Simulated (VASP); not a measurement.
# WSe2 (P6_3/mmc) in VASP: single point with LDA

Aim: the single point of WSe2 with LDA.

Everything below comes from runs of VASP 6.6.1. Logs are shortened: lines on timing, memory, paths and dates and some standing lists are left out, and cuts for length are marked.

## (1) The cell of the first run

The structure is hexagonal, space group P6_3/mmc (No. 194). The conventional cell has a = 3.289 Å, b = 3.289 Å, c = 12.968 Å, α = 90.00°, β = 90.00°, γ = 120.00°. Within 3.3 Å of W (site symmetry -6m2) lie 6 Se at 2.53 Å and 6 W at 3.29 Å. Se (site symmetry 3m) has 3 W at 2.53 Å and 7 Se at 3.29 to 3.35 Å within 3.4 Å.

## (2) Single point, LDA

The input, INCAR:

```
ALGO = Normal ; EDIFF = 1E-6
ENCUT = 520 ; GGA = CA
ISIF = 2 ; ISMEAR = -1
LASPH = True ; LCHARG = False
LREAL = False ; LWAVE = False
NBANDS = 35 ; NELM = 100
PREC = Accurate ; SIGMA = 0.1242
```

The input, KPOINTS:

```
k-points
0
Gamma
  12 12 3
```

The input, POSCAR:

```
WSe2
1.0
    3.2894817100      0.0000000000      0.0000000000
   -1.6447408500      2.8487711500      0.0000000000
    0.0000000000      0.0000000000     12.9679567700
W Se
2 4
Direct
    0.3333300000      0.6666700000      0.2500000000
    0.6666600000      0.3333300000      0.7500000000
    0.3333300000      0.6666700000      0.6210000000
    0.6666600000      0.3333300000      0.1210000000
    0.3333300000      0.6666700000      0.8790000000
    0.6666700000      0.3333400000      0.3790000000
```

Potentials or basis: VASP PAW LDA potentials, release 64 (W_sv, Se).

The run is started by

```bash
$ cat potpaw_LDA.64/W_sv/POTCAR potpaw_LDA.64/Se/POTCAR > POTCAR
$ mpirun -np 1 vasp_std > vasp.out
```

OUTCAR:

```text
EDIFF = 1E-6
   ENCUT = 520
   GGA = CA
   ISIF = 2
   ISMEAR = -1
   LASPH = True
   LREAL = False
   NELM = 100
   PREC = Accurate

 ion  position               nearest neighbor table
   1  0.333  0.667  0.250-   4 2.53   6 2.53   6 2.53   4 2.53   6 2.53   4 2.53
   2  0.667  0.333  0.750-   3 2.53   5 2.53   3 2.53   5 2.53   3 2.53   5 2.53
   3  0.333  0.667  0.621-   2 2.53   2 2.53   2 2.53
   4  0.667  0.333  0.121-   1 2.53   1 2.53   1 2.53
   5  0.333  0.667  0.879-   2 2.53   2 2.53   2 2.53
   6  0.667  0.333  0.379-   1 2.53   1 2.53   1 2.53

  LATTYP: Found a hexagonal cell.
 ALAT       =     3.2894817100
 C/A-ratio  =     3.9422492396

  Lattice vectors:

 A1 = (   3.2894817100,   0.0000000000,   0.0000000000)
 A2 = (  -1.6447408500,   2.8487711500,   0.0000000000)
 A3 = (   0.0000000000,   0.0000000000,  12.9679567700)

Analysis of symmetry for initial positions (statically):
=====================================================================
 Subroutine PRICEL returns:
 Original cell was already a primitive cell.

 Routine SETGRP: Setting up the symmetry group for a
 hexagonal supercell.

 Subroutine GETGRP returns: Found  1 space group operations
 (whereof  1 operations were pure point group operations)
 out of a pool of 24 trial point group operations.

The static configuration has the point symmetry C_1 .

Analysis of symmetry for dynamics (positions and initial velocities):
=====================================================================
 Subroutine PRICEL returns:
 Original cell was already a primitive cell.

 Routine SETGRP: Setting up the symmetry group for a
 hexagonal supercell.

 Subroutine GETGRP returns: Found  1 space group operations
 (whereof  1 operations were pure point group operations)
 out of a pool of 24 trial point group operations.

The dynamic configuration has the point symmetry C_1 .

 Subroutine INISYM returns: Found  1 space group operations
 (whereof  1 operations are pure point group operations),
 and found     1 'primitive' translations

----------------------------------------------------------------------------------------

                                     Primitive cell

  volume of cell :     121.5225

  direct lattice vectors                    reciprocal lattice vectors
     3.289481710  0.000000000  0.000000000     0.303999258  0.175514273  0.000000000
    -1.644740850  2.848771150  0.000000000     0.000000000  0.351028548  0.000000000
     0.000000000  0.000000000 12.967956770     0.000000000  0.000000000  0.077113150

  length of vectors
     3.289481710  3.289478610 12.967956770     0.351028217  0.351028548  0.077113150

  position of ions in fractional coordinates (direct lattice)
     0.333330000  0.666670000  0.250000000
     0.666660000  0.333330000  0.750000000
     0.333330000  0.666670000  0.621000000
     0.666660000  0.333330000  0.121000000
     0.333330000  0.666670000  0.879000000
     0.666670000  0.333340000  0.379000000

  ion indices of the primitive-cell ions
   primitive index   ion index
                 1           1
                 2           2
                 3           3
                 4           4
                 5           5
                 6           6

----------------------------------------------------------------------------------------

 KPOINTS: k-points

Automatic generation of k-mesh.
 Grid dimensions read from file:
 generate k-points for:   12   12    3

 Generating k-lattice:

  Cartesian coordinates                     Fractional coordinates (reciprocal lattice)
     0.025333272  0.014626189  0.000000000     0.083333333  0.000000000  0.000000000
     0.000000000  0.029252379  0.000000000     0.000000000  0.083333333  0.000000000
     0.000000000  0.000000000  0.025704383     0.000000000  0.000000000  0.333333333

  Length of vectors
     0.029252351  0.029252379  0.025704383

  Shift w.r.t. Gamma in fractional coordinates (k-lattice)
     0.000000000  0.000000000  0.000000000

 Subroutine IBZKPT returns following result:
 ===========================================

 Found    218 irreducible k-points:

 Following reciprocal coordinates:
            Coordinates               Weight
  0.000000  0.000000  0.000000      1.000000
  0.083333 -0.000000  0.000000      2.000000
  0.000000  0.083333  0.000000      2.000000
 -0.083333  0.083333  0.000000      2.000000
  0.166667 -0.000000  0.000000      2.000000
  0.000000  0.166667  0.000000      2.000000
[... 16 lines left out ...]
  0.166667  0.083333  0.000000      2.000000
 -0.083333  0.250000  0.000000      2.000000
 [... further k-points ...]
   k-points           NKPTS =    218   k-points in BZ     NKDIM =    218   number of bands    NBANDS=     35
   number of dos      NEDOS =    301   number of ions     NIONS =      6
   total plane-waves  NPLWV =  55296
   dimension x,y,z NGX =    24 NGY =   24 NGZ =   96
   dimension x,y,z NGXF=    48 NGYF=   48 NGZF=  192
   ions per type =               2   4
   NGX,Y,Z   is equivalent  to a cutoff of  12.13, 12.13, 12.31 a.u.
   NGXF,Y,Z  is equivalent  to a cutoff of  24.26, 24.26, 24.61 a.u.
 SYSTEM =  unknown system
   PREC   = accura    normal or accurate (medium, high low for compatibility)
   ISTART =      0    job   : 0-new  1-cont  2-samecut
   ICHARG =      2    charge: 1-file 2-atom 10-const
   ISPIN  =      1    spin polarized calculation?
   LNONCOLLINEAR =      F non collinear calculations
   LSORBIT =      F    spin-orbit coupling
   LASPH  =      T    aspherical Exc in radial PAW
   ENCUT  =  520.0 eV  38.22 Ry    6.18 a.u.   6.12  6.12 24.11*2*pi/ulx,y,z
   NELM   =    100;   NELMIN=  2; NELMDL= -5     # of ELM steps
   EDIFF  = 0.1E-05   stopping-criterion for ELM
   LREAL  =      F    real-space projection
   EDIFFG = 0.1E-04   stopping-criterion for IOM
   NSW    =      0    number of steps for IOM
   IBRION =     -1    ionic relax: 0-MD 1-quasi-New 2-CG
   NFREE  =      0    steps in history (QN), initial steepest desc. (CG)
   ISIF   =      2    stress and relaxation
   ISYM   =      2    0-nonsym 1-usesym 2-fastsym
   POTIM  = 0.5000    time-step for ionic-motion
   TEBEG  =    0.0;   TEEND  =   0.0 temperature during run
   PSTRESS=    0.0 pullay stress
   NELECT =      52.0000    total number of electrons
   NUPDOWN=      -1.0000    fix difference up-down
   EMIN   =  10.00;   EMAX   =-10.00  energy-range for DOS
   EFERMI =   0.00;   METHOD = LEGACY
   ISMEAR =    -1;   SIGMA  =   0.12  broadening in eV -4-tet -1-fermi 0-gaus
   EFERMI_NEDOS =   21; number of points for ismear=-14 and -15
   IALGO  =     38    algorithm
   IMIX   =      4    mixing-type and parameters
     AMIX     =   0.40;   BMIX     =  1.00
     AMIX_MAG =   1.60;   BMIX_MAG =  1.00
  volume/ion in A,a.u.               =      20.25       136.68
  Fermi-wavevector in a.u.,A,eV,Ry     =   1.233646  2.331252 20.706454  1.521881
  Thomas-Fermi vector in A             =   2.368368
   LORBIT       =      0    0 simple, 1 ext, 2 COOP (PROOUT), +10 PAW based schemes
   GGA     = CA    functional components
   LHFCALC =     F    Hartree Fock is set to
   AEXX    =    0.0000 exact exchange contribution
   IVDW    =     0    specifies the selected vdW correction
   LEPSILON=     F    determine dielectric tensor
   LRPA    =     F    only Hartree local field effects (RPA)
 non-spin polarized calculation
  energy-cutoff  :      520.00
  volume of cell :      121.52
 maximum number of plane-waves:      3302
   NGX = 13   NGY = 13   NGZ = 49

 number of electron      51.9999994 magnetization

 Free energy of the ion-electron system (eV)
  ---------------------------------------------------
  ext. energy  EPLUGINS =         0.00000000
  ---------------------------------------------------
  free energy    TOTEN  =       -48.46267107 eV

  energy without entropy =      -48.46009380  energy(sigma->0) =      -48.46138243

 E-fermi :   6.6440     XC(G=0): -11.0136

 val. band max:        6.2496220013   @ k =   0.0000   0.0000   0.0000
 cond. band min:       7.1601269852   @ k =  -0.3333   0.1667   0.0000
 fundamental gap:      0.9105049839
 Fermi energy:         6.6439726397

 k-point     1 :       0.0000    0.0000    0.0000
  band No.  band energies     occupation
      1     -67.6372      2.00000
      2     -67.6371      2.00000
      3     -32.1474      2.00000
      4     -32.1473      2.00000
      5     -32.0082      2.00000
      6     -32.0082      2.00000
[... 27 lines left out ...]
     34       9.1848      0.00000
     35      10.6480      0.00000

 k-point     2 :       0.0833   -0.0000    0.0000
  band No.  band energies     occupation
      1     -67.6365      2.00000
      2     -67.6364      2.00000
      3     -32.1443      2.00000
      4     -32.1442      2.00000
      5     -32.0245      2.00000
      6     -32.0244      2.00000
[... 27 lines left out ...]
     34       9.1266      0.00000
     35      11.2855      0.00000

 k-point     3 :       0.0000    0.0833    0.0000
  band No.  band energies     occupation
      1     -67.6365      2.00000
      2     -67.6364      2.00000
      3     -32.1443      2.00000
      4     -32.1442      2.00000
      5     -32.0245      2.00000
      6     -32.0244      2.00000
[... 27 lines left out ...]
     34       9.1265      0.00000
     35      11.2855      0.00000
[... 723 lines left out ...]
 k-point    23 :       0.1667    0.0833    0.0000
  band No.  band energies     occupation
      1     -67.6328      2.00000
      2     -67.6328      2.00000
      3     -32.1285      2.00000
      4     -32.1284      2.00000
      5     -32.1035      2.00000
      6     -32.1035      2.00000
[... 27 lines left out ...]
     34      10.0396      0.00000
     35      12.7671      0.00000

 k-point    24 :      -0.0833    0.2500    0.0000
  band No.  band energies     occupation
      1     -67.6328      2.00000
      2     -67.6328      2.00000
      3     -32.1285      2.00000
      4     -32.1284      2.00000
      5     -32.1035      2.00000
      6     -32.1035      2.00000
[... 27 lines left out ...]
     34      10.0396      0.00000
     35      12.7668      0.00000

 [... further k-points ...]

------------------------ aborting loop because EDIFF is reached ----------------------------------------

  FORCE on cell =-STRESS in cart. coord.  units (eV):
  Direction    XX          YY          ZZ          XY          YZ          ZX
  --------------------------------------------------------------------------------------
  -------------------------------------------------------------------------------------
  Total       -2.6064746     -2.6059893     -2.1521738      0.0000549     -0.0003876     -0.0002237
  in kB      -34.3642988    -34.3578999    -28.3747032      0.0007242     -0.0051105     -0.0029490
  external PRESSURE =     -32.3656340 kB  Pullay stress =       0.0000000 kB

 VOLUME and BASIS-vectors are now :
 -----------------------------------------------------------------------------
  energy-cutoff  :      520.00
  volume of cell :      121.52
      direct lattice vectors                 reciprocal lattice vectors
     3.289481710  0.000000000  0.000000000     0.303999258  0.175514273  0.000000000
    -1.644740850  2.848771150  0.000000000     0.000000000  0.351028548  0.000000000
     0.000000000  0.000000000 12.967956770     0.000000000  0.000000000  0.077113150

 POSITION                                       TOTAL-FORCE (eV/Angst)
 -----------------------------------------------------------------------------------
     -0.00002      1.89919      3.24199         0.000148     -0.000096      0.000000
      1.64472      0.94958      9.72597         0.000001      0.000354     -0.000002
     -0.00002      1.89919      8.05310         0.000001     -0.000175      0.252180
      1.64472      0.94958      1.56912        -0.000005      0.000167      0.252141
     -0.00002      1.89919     11.39883        -0.000000     -0.000177     -0.252178
      1.64474      0.94961      4.91486        -0.000144     -0.000073     -0.252141
 -----------------------------------------------------------------------------------
    total drift:                               -0.000000      0.000000      0.000000

  FREE ENERGIE OF THE ION-ELECTRON SYSTEM (eV)
  ---------------------------------------------------
  free  energy   TOTEN  =       -48.4626710695 eV

  energy  without entropy=      -48.4600937960  energy(sigma->0) =      -48.46138243
```

Run time: 4.5 min. Hardware: 1 thread of Intel Xeon 6975P-C (Granite Rapids), shared host; peak memory 0.74 GiB.

Results:

* Free energy: -48.4627 eV
* Pressure: -3.2 GPa
* Largest force: 0.252 eV/Å
* Band gap on the k mesh: 0.91 eV (least direct gap 1.51 eV)

Forces in eV/Å, atoms in the order of the input:
```
W    0.000  0.000  0.000
W    0.000  0.000  0.000
Se   0.000  0.000  0.252
Se   0.000  0.000  0.252
Se   0.000  0.000 -0.252
Se   0.000  0.000 -0.252
```

Stress tensor (GPa, compression positive):
```
-3.44  0.00  0.00
 0.00 -3.44  0.00
 0.00  0.00 -2.84
```

Levels at points of the mesh, in eV from the valence-band top:
```csv
k point,band 24,band 25,band 26,band 27,band 28,band 29
"(0.00, 0.00, 0.00)",-1.14,-1.02,0.00,2.62,2.62,2.67
"(0.50, 0.00, 0.00)",-1.34,-1.26,-1.09,2.08,2.12,2.25
"(0.00, 0.50, 0.00)",-1.34,-1.26,-1.09,2.08,2.12,2.25
"(0.50, 0.50, 0.00)",-1.34,-1.26,-1.09,2.08,2.12,2.25
```

Caveat: the cell stands under tension; spin-orbit coupling is left out, which moves the levels of the heavy elements; an odd mesh through Γ misses points on the zone boundary, where band edges can lie.
